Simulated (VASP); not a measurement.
Runs of VASP 6.6.1 on InO. The structure is that of space group P-6m2 (No. 187), or close to it. The cells are those of the table. 

```csv
cell,gap on the mesh (eV),largest force (eV/Å)
"a = 3.454, b = 3.454, c = 17.147 Å, angles 90.0, 90.0, 120.0°, 4 atoms",(b),0.90
"a = 3.730, b = 3.730, c = 17.147 Å, angles 90.0, 90.0, 120.0°, 4 atoms",0.44,1.63
"a = 3.730, b = 3.730, c = 14.607 Å, angles 90.0, 90.0, 120.0°, 4 atoms",(a),2.15
"a = 3.592, b = 3.592, c = 15.242 Å, angles 90.0, 90.0, 120.0°, 4 atoms",0.72,1.13
"a = 3.454, b = 3.454, c = 16.512 Å, angles 90.0, 90.0, 120.0°, 4 atoms",0.54,0.63
```

Alike in all rows: task single point; level r2SCAN; potentials or basis VASP PAW PBE potentials, release 64 (In_d, O); no spin polarisation; k mesh 12 × 12 × 2; cutoff (eV) 520; smearing gaussian 0.05 eV.

Question: Fill in the values left out.

Answer: (a) 0.47; (b) 0.36.

Caveats: there is no dipole correction, which matters where the two faces differ; semilocal functionals underestimate gaps, and a narrow one can read as zero; the PAW data sets were made with another functional, which shifts forces and pressure a little; spin-orbit coupling is left out, which moves the levels of the heavy elements.

A k mesh can miss the band edges, and the runs leave out spin-orbit coupling on In.
